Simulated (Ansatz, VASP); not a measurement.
## One calculation of WS2, two programs

```
W S
1.0
     1.55766    0.89932    6.08003
    -1.55766    0.89932    6.08003
     0.00000   -1.79863    6.08003
W S
1 2
Direct
  0.00000 0.00000 0.00000
  0.75030 0.75030 0.75030
  0.58100 0.58100 0.58100
```

Change from the starting cell: volume scaled by 0.96, crystal datasets.

Alike in both runs: task electric field gradients; functional LDA; k mesh 13 × 13 × 13; occupations fermi-dirac, width 0.08 eV; no spin polarisation.

```csv
,VASP,Ansatz
version,VASP 6.6.1,Ansatz 0.2.0
potentials or method,"VASP PAW LDA potentials, release 64 (W_sv, S), cutoff 520 eV","all-electron PAW with datasets made for the crystal, scalar-relativistic"
```

VASP gave:

```
pressure (GPa)                                                : 4.0
traceless stress, the component that is largest in VASP (GPa) : 0.76
rms of the force components (eV/Å)                            : 0.363
size of Vzz on the site where it differs most (V/Å²)          : 167.6
```

Problem. Estimate Ansatz's values.

Solution. Pressure (GPa): 3.6; traceless stress, the component that is largest in VASP (GPa): 0.74; rms of the force components (eV/Å): 0.346; size of Vzz on the site where it differs most (V/Å²): 181.2.

LDA's correlation is that of Perdew and Zunger in VASP and of Perdew and Wang (1992) in Ansatz. Atom by atom the forces differ by 0.024 eV/Å (rms over components). Ansatz ran all-electron here, and VASP with PAW potentials.

Neither program's run includes spin-orbit coupling.
